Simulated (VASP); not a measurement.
Write the native input for VASP 6.6.1 that does the following.

- Task: single point
- Functional: PBEsol
- Potentials or basis: VASP PAW PBE potentials, release 64 (Zr_sv, B)
- Cutoff: 520 eV
- k mesh: 18 × 18 × 12
- Occupations: gaussian, width 0.15 eV
- Spin: no spin polarisation
- Dipole correction: no
- Further INCAR settings: ALGO = Normal; EDIFF = 1e-07; NBANDS = 16

The structure of ZrB2 lies in POSCAR:

```
ZrB2
1.0
    3.3963000839      0.0000000000      0.0000000000
   -1.6981500420      2.9412821515      0.0000000000
    0.0000000000      0.0000000000      3.1470116577
Zr B
1 2
Direct
    0.0000000000      0.0000000000      0.0000000000
    0.3333333333      0.6666666667      0.5000000000
    0.6666666667      0.3333333333      0.5000000000
```

These files were run (other wordings do the same):

INCAR

```
PREC = Accurate ; ENCUT = 520
EDIFF = 1E-7 ; ISMEAR = 0
SIGMA = 0.15 ; LREAL = F
LASPH = T ; NELM = 80
ALGO = Normal ; ISIF = 2
LWAVE = F ; LCHARG = F
GGA = PS ; NBANDS = 16
```

KPOINTS

```
Automatic mesh
0
Gamma
  18 18 12
```

Potentials or basis: VASP PAW PBE potentials, release 64 (Zr_sv, B).

Launch:

```bash
$ cat potpaw_PBE.64/Zr_sv/POTCAR potpaw_PBE.64/B/POTCAR > POTCAR
$ mpirun -np 1 vasp_std > vasp.out
```

Results of the run:

```yaml
Pressure: -8.6 GPa
Band_gap_on_the_k_mesh: zero (bands 9 and 10 overlap by 1.66 eV)
```

Caveat: the cell stands under tension; the PAW data sets were made with another functional, which shifts forces and pressure a little.

It took 45 s on 1 thread of Intel(R) Xeon(R) 6975P-C (Granite Rapids), on a shared host, peak memory 0.24 GiB.
